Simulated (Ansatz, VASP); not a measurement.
## PbSe: VASP beside Ansatz

INCAR

```
ALGO = Normal
EDIFF = 1E-6
ENCUT = 500
GGA = PS
GGA_COMPAT = F
ISIF = 2
ISMEAR = -1
LASPH = T
LCHARG = F
LREAL = F
LWAVE = F
NBANDS = 17
NELM = 120
PREC = Accurate
SIGMA = 0.01
```

The input KPOINTS:

```
k-points
0
Gamma
  9 9 9
```

Contents of POSCAR:

```
PbSe
1.0
    0.0918645000      3.1080822500      3.1080822500
    3.1080822500      0.0918645000      3.1080822500
    3.1080822500      3.1080822500      0.0918645000
Pb Se
1 1
Direct
    0.0000000000      0.0000000000      0.0000000000
    0.5000000000      0.5000000000      0.5000000000
```

Input for Ansatz:

```yaml
crystal:
  lattice:
    - [0.0918645, 3.10808225, 3.10808225]
    - [3.10808225, 0.0918645, 3.10808225]
    - [3.10808225, 3.10808225, 0.0918645]
  atoms:
    - { symbol: Pb, position: [0.0, 0.0, 0.0] }
    - { symbol: Se, position: [0.5, 0.5, 0.5] }
kpoints:
  mp_grid: { grid: [9, 9, 9] }
  band_path:
    path:
      - [0.0, 0.0, 0.0]
      - [0.5, 0.5, 0.5]
      - [0.2428775097, 0.5, 0.7571224903]
      - [-0.2428775097, 0.2428775097, 0.5]
      - [0.0, 0.0, 0.5]
      - [0.0, 0.0, 0.0]
      - [-0.3714387548, 0.0, 0.3714387548]
      - [0.0, 0.3714387548, 0.6285612452]
      - [0.0, 0.5, 0.5]
    npoints: 5
scf:
  occupations: { method: fermi_dirac, width: 0.01 }
hamiltonian:
  xc: pbesol
  pseudopotentials: { kind: all_electron, lapw: { basis_error: 0.00025 } }
output:
  forces: true
  stress: true
  eigenvalues: true
```

Change from the starting cell: equal xy, yz and zx shear strains of +3 %.

Alike in both runs: task single point; functional PBEsol; k mesh 9 × 9 × 9; occupations fermi-dirac, width 0.01 eV; no spin polarisation.

|  | VASP | Ansatz |
| --- | --- | --- |
| version | VASP 6.6.1 | Ansatz 0.2.0 |
| potentials or method | VASP PAW PBE potentials, release 64 (Pb_d, Se), cutoff 500 eV | all-electron LAPW, scalar-relativistic |

|  | VASP | Ansatz | Ansatz less VASP |
| --- | --- | --- | --- |
| gap on the k mesh at the Fermi level (eV) | 0.38 | 0.38 | -0.001 |
| pressure (GPa) | -0.6 | -0.6 | +0.01 |
| traceless stress, the component that is largest in VASP (GPa) | -0.56 | -0.56 | 0.000 |

VASP's potentials were made for PBE, not for PBEsol. Ansatz ran all-electron here, and VASP with PAW potentials.

Spin-orbit coupling is off throughout.
